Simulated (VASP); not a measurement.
# K in VASP: single point with PBE

Aim: the single point of K with PBE.

Program: VASP 6.6.1. These are calculated values, not measurements. Logs are shortened: lines on timing, memory, paths and dates and some standing lists are left out, and cuts for length are marked.

### 1 The cell of the first run

The cell holds a slab with vacuum, 5 atoms: a = 5.236 Å, b = 5.236 Å, c = 30.472 Å, α = 90.00°, β = 90.00°, γ = 90.00°.

### 2 Single point, PBE

The input, INCAR:

```
ALGO = Normal
DIPOL = 0.5 0.5 0.500
EDIFF = 1E-7
ENCUT = 520
GGA = PE
IDIPOL = 3
ISIF = 2
ISMEAR = 0
LASPH = True
LCHARG = False
LDIPOL = True
LREAL = False
LWAVE = False
NBANDS = 30
NELM = 80
PREC = Accurate
SIGMA = 0.1
```

The input, KPOINTS:

```
k-points
0
Gamma
  5 5 1
```

The input, POSCAR:

```
K
1.0
    5.2360000000      0.0000000000      0.0000000000
    0.0000000000      5.2360000000      0.0000000000
    0.0000000000      0.0000000000     30.4719998917
K
5
Direct
    0.5000000000      0.5000000000      0.3281701246
    0.0000000000      0.0000000000      0.4140850576
    0.5000000000      0.5000000000      0.5000000000
    0.0000000000      0.0000000000      0.5859149424
    0.5000000000      0.5000000000      0.6718298754
```

Potentials or basis: VASP PAW PBE potentials, release 64 (K_sv).

On the command line:

```
> cat potpaw_PBE.64/K_sv/POTCAR > POTCAR
> mpirun -np 1 vasp_std > vasp.out
```

OUTCAR:

```text
EDIFF = 1E-7
   ENCUT = 520
   GGA = PE
   ISIF = 2
   ISMEAR = 0
   LASPH = True
   LREAL = False
   NELM = 80
   PREC = Accurate

 ion  position               nearest neighbor table
   1  0.500  0.500  0.328-
   2  0.000  0.000  0.414-
   3  0.500  0.500  0.500-
   4  0.000  0.000  0.586-
   5  0.500  0.500  0.672-

  LATTYP: Found a simple tetragonal cell.
 ALAT       =     5.2360000000
 C/A-ratio  =     5.8197096814

  Lattice vectors:

 A1 = (   5.2360000000,   0.0000000000,   0.0000000000)
 A2 = (   0.0000000000,   5.2360000000,   0.0000000000)
 A3 = (   0.0000000000,   0.0000000000,  30.4719998917)

Analysis of symmetry for initial positions (statically):
=====================================================================
 Subroutine PRICEL returns:
 Original cell was already a primitive cell.

 Routine SETGRP: Setting up the symmetry group for a
 simple tetragonal supercell.

 Subroutine GETGRP returns: Found 16 space group operations
 (whereof 16 operations were pure point group operations)
 out of a pool of 16 trial point group operations.

The static configuration has the point symmetry D_4h.

Analysis of symmetry for dynamics (positions and initial velocities):
=====================================================================
 Subroutine PRICEL returns:
 Original cell was already a primitive cell.

 Routine SETGRP: Setting up the symmetry group for a
 simple tetragonal supercell.

 Subroutine GETGRP returns: Found 16 space group operations
 (whereof 16 operations were pure point group operations)
 out of a pool of 16 trial point group operations.

The dynamic configuration has the point symmetry D_4h.

 Subroutine INISYM returns: Found 16 space group operations
 (whereof 16 operations are pure point group operations),
 and found     1 'primitive' translations

----------------------------------------------------------------------------------------

                                     Primitive cell

  volume of cell :     835.4111

  direct lattice vectors                    reciprocal lattice vectors
     5.236000000  0.000000000  0.000000000     0.190985485  0.000000000  0.000000000
     0.000000000  5.236000000  0.000000000     0.000000000  0.190985485  0.000000000
     0.000000000  0.000000000 30.471999892     0.000000000  0.000000000  0.032817012

  length of vectors
     5.236000000  5.236000000 30.471999892     0.190985485  0.190985485  0.032817012

  position of ions in fractional coordinates (direct lattice)
     0.500000000  0.500000000  0.328170125
     0.000000000  0.000000000  0.414085058
     0.500000000  0.500000000  0.500000000
     0.000000000  0.000000000  0.585914942
     0.500000000  0.500000000  0.671829875

  ion indices of the primitive-cell ions
   primitive index   ion index
                 1           1
                 2           2
                 3           3
                 4           4
                 5           5

----------------------------------------------------------------------------------------

 KPOINTS: k-points

Automatic generation of k-mesh.
 Grid dimensions read from file:
 generate k-points for:    5    5    1

 Generating k-lattice:

  Cartesian coordinates                     Fractional coordinates (reciprocal lattice)
     0.038197097  0.000000000  0.000000000     0.200000000  0.000000000  0.000000000
     0.000000000  0.038197097  0.000000000     0.000000000  0.200000000  0.000000000
     0.000000000  0.000000000  0.032817012     0.000000000  0.000000000  1.000000000

  Length of vectors
     0.038197097  0.038197097  0.032817012

  Shift w.r.t. Gamma in fractional coordinates (k-lattice)
     0.000000000  0.000000000  0.000000000

 Subroutine IBZKPT returns following result:
 ===========================================

 Found      6 irreducible k-points:

 Following reciprocal coordinates:
            Coordinates               Weight
  0.000000  0.000000  0.000000      1.000000
  0.200000  0.000000  0.000000      4.000000
  0.400000  0.000000  0.000000      4.000000
  0.200000  0.200000  0.000000      4.000000
  0.400000  0.200000  0.000000      8.000000
  0.400000  0.400000  0.000000      4.000000
   k-points           NKPTS =      6   k-points in BZ     NKDIM =      6   number of bands    NBANDS=     30
   number of dos      NEDOS =    301   number of ions     NIONS =      5
   total plane-waves  NPLWV = 384000
   dimension x,y,z NGX =    40 NGY =   40 NGZ =  240
   dimension x,y,z NGXF=    80 NGYF=   80 NGZF=  480
   ions per type =               5
   NGX,Y,Z   is equivalent  to a cutoff of  12.70, 12.70, 13.09 a.u.
   NGXF,Y,Z  is equivalent  to a cutoff of  25.40, 25.40, 26.19 a.u.
 SYSTEM =  unknown system
   PREC   = accura    normal or accurate (medium, high low for compatibility)
   ISTART =      0    job   : 0-new  1-cont  2-samecut
   ICHARG =      2    charge: 1-file 2-atom 10-const
   ISPIN  =      1    spin polarized calculation?
   LNONCOLLINEAR =      F non collinear calculations
   LSORBIT =      F    spin-orbit coupling
   LASPH  =      T    aspherical Exc in radial PAW
   ENCUT  =  520.0 eV  38.22 Ry    6.18 a.u.   9.74  9.74 56.66*2*pi/ulx,y,z
   NELM   =     80;   NELMIN=  2; NELMDL= -5     # of ELM steps
   EDIFF  = 0.1E-06   stopping-criterion for ELM
   LREAL  =      F    real-space projection
   EDIFFG = 0.1E-05   stopping-criterion for IOM
   NSW    =      0    number of steps for IOM
   IBRION =     -1    ionic relax: 0-MD 1-quasi-New 2-CG
   NFREE  =      0    steps in history (QN), initial steepest desc. (CG)
   ISIF   =      2    stress and relaxation
   ISYM   =      2    0-nonsym 1-usesym 2-fastsym
   POTIM  = 0.5000    time-step for ionic-motion
   TEBEG  =    0.0;   TEEND  =   0.0 temperature during run
   PSTRESS=    0.0 pullay stress
   NELECT =      45.0000    total number of electrons
   NUPDOWN=      -1.0000    fix difference up-down
   EMIN   =  10.00;   EMAX   =-10.00  energy-range for DOS
   EFERMI =   0.00;   METHOD = LEGACY
   ISMEAR =     0;   SIGMA  =   0.10  broadening in eV -4-tet -1-fermi 0-gaus
   EFERMI_NEDOS =   21; number of points for ismear=-14 and -15
   IALGO  =     38    algorithm
   IMIX   =      4    mixing-type and parameters
     AMIX     =   0.40;   BMIX     =  1.00
     AMIX_MAG =   1.60;   BMIX_MAG =  1.00
  volume/ion in A,a.u.               =     167.08      1127.53
  Fermi-wavevector in a.u.,A,eV,Ry     =   0.618271  1.168363  5.200951  0.382259
  Thomas-Fermi vector in A             =   1.676654
   LORBIT       =      0    0 simple, 1 ext, 2 COOP (PROOUT), +10 PAW based schemes
   GGA     = PE    functional components
   LHFCALC =     F    Hartree Fock is set to
   AEXX    =    0.0000 exact exchange contribution
   IVDW    =     0    specifies the selected vdW correction
   LEPSILON=     F    determine dielectric tensor
   LRPA    =     F    only Hartree local field effects (RPA)
 non-spin polarized calculation
 Gauss-broadening in eV      SIGMA  =   0.10
  energy-cutoff  :      520.00
  volume of cell :      835.41
 maximum number of plane-waves:     22533
 NGX is ok and might be reduce to    40
   NGX = 19   NGY = 19   NGZ =113

 dipolmoment           0.000000      0.000000      0.000000 electrons x Angstroem

 number of electron      44.9999992 magnetization

 dipolmoment           0.000000      0.000000     -0.000000 electrons x Angstroem

 Free energy of the ion-electron system (eV)
  ---------------------------------------------------
  ext. energy  EPLUGINS =         0.00000000
  ---------------------------------------------------
  free energy    TOTEN  =        -4.83470611 eV

  energy without entropy =       -4.81375413  energy(sigma->0) =       -4.82423012

 E-fermi :  -1.1624     XC(G=0):  -2.9639

 val. band max:       -1.1929351868   @ k =   0.4000   0.0000   0.0000
 cond. band min:      -1.0343035640   @ k =   0.4000   0.2000   0.0000
 fundamental gap:      0.1586316228
 Fermi energy:        -1.1623675320

 k-point     1 :       0.0000    0.0000    0.0000
  band No.  band energies     occupation
      1     -33.7101      2.00000
      2     -33.7101      2.00000
      3     -33.3724      2.00000
      4     -33.3718      2.00000
      5     -33.3550      2.00000
      6     -17.2012      2.00000
[... 22 lines left out ...]
     29       0.8977      0.00000
     30       1.0686      0.00000

 k-point     2 :       0.2000    0.0000    0.0000
  band No.  band energies     occupation
      1     -33.7100      2.00000
      2     -33.7100      2.00000
      3     -33.3721      2.00000
      4     -33.3717      2.00000
      5     -33.3550      2.00000
      6     -17.2010      2.00000
[... 22 lines left out ...]
     29       0.7054      0.00000
     30       0.9219      0.00000

 k-point     3 :       0.4000    0.0000    0.0000
  band No.  band energies     occupation
      1     -33.7099      2.00000
      2     -33.7099      2.00000
      3     -33.3717      2.00000
      4     -33.3716      2.00000
      5     -33.3552      2.00000
      6     -17.2008      2.00000
[... 22 lines left out ...]
     29       0.5139      0.00000
     30       1.0072      0.00000

 k-point     4 :       0.2000    0.2000    0.0000
  band No.  band energies     occupation
      1     -33.7100      2.00000
      2     -33.7100      2.00000
      3     -33.3719      2.00000
      4     -33.3716      2.00000
      5     -33.3551      2.00000
      6     -17.2007      2.00000
[... 22 lines left out ...]
     29       0.6002      0.00000
     30       0.8739      0.00000

 k-point     5 :       0.4000    0.2000    0.0000
  band No.  band energies     occupation
      1     -33.7098      2.00000
      2     -33.7098      2.00000
      3     -33.3716      2.00000
      4     -33.3715      2.00000
      5     -33.3551      2.00000
      6     -17.2002      2.00000
[... 22 lines left out ...]
     29       0.6556      0.00000
     30       0.7884      0.00000

 k-point     6 :       0.4000    0.4000    0.0000
  band No.  band energies     occupation
      1     -33.7097      2.00000
      2     -33.7097      2.00000
      3     -33.3715      2.00000
      4     -33.3713      2.00000
      5     -33.3550      2.00000
      6     -17.1992      2.00000
[... 22 lines left out ...]
     29       0.3757      0.00000
     30       0.3837      0.00000

------------------------ aborting loop because EDIFF is reached ----------------------------------------

 vacuum level on the upper side and lower side of the slab       (xc-potential included)        -0.078        -0.078

  FORCE on cell =-STRESS in cart. coord.  units (eV):
  Direction    XX          YY          ZZ          XY          YZ          ZX
  --------------------------------------------------------------------------------------
  -------------------------------------------------------------------------------------
  Total       -0.3060940     -0.3060940      0.1293830      0.0000000      0.0000000      0.0000000
  in kB       -0.5870365     -0.5870365      0.2481347      0.0000000      0.0000000      0.0000000
  external PRESSURE =      -0.3086461 kB  Pullay stress =       0.0000000 kB

 VOLUME and BASIS-vectors are now :
 -----------------------------------------------------------------------------
  energy-cutoff  :      520.00
  volume of cell :      835.41
      direct lattice vectors                 reciprocal lattice vectors
     5.236000000  0.000000000  0.000000000     0.190985485  0.000000000  0.000000000
     0.000000000  5.236000000  0.000000000     0.000000000  0.190985485  0.000000000
     0.000000000  0.000000000 30.471999892     0.000000000  0.000000000  0.032817012

 POSITION                                       TOTAL-FORCE (eV/Angst)
 -----------------------------------------------------------------------------------
      2.61800      2.61800     10.00000        -0.000000     -0.000000     -0.025368
      0.00000      0.00000     12.61800        -0.000000      0.000000      0.019962
      2.61800      2.61800     15.23600        -0.000000     -0.000000      0.000000
      0.00000      0.00000     17.85400        -0.000000     -0.000000     -0.019962
      2.61800      2.61800     20.47200         0.000000      0.000000      0.025368
 -----------------------------------------------------------------------------------
    total drift:                               -0.000000     -0.000000      0.000000

  FREE ENERGIE OF THE ION-ELECTRON SYSTEM (eV)
  ---------------------------------------------------
  free  energy   TOTEN  =        -4.8347061141 eV

  energy  without entropy=       -4.8137541336  energy(sigma->0) =       -4.82423012

 vacuum level on the upper side and lower side of the slab         0.909         0.909
```

It took 3.6 min on 1 thread of Intel Xeon 6975P-C (Granite Rapids), shared host; peak memory 0.74 GiB.

Results:

```
Free energy   : -4.8347 eV
Largest force : 0.025 eV/Å
```

Forces on the atoms (eV/Å):
```
K    0.000  0.000 -0.025
K    0.000  0.000  0.020
K    0.000  0.000  0.000
K    0.000  0.000 -0.020
K    0.000  0.000  0.025
```
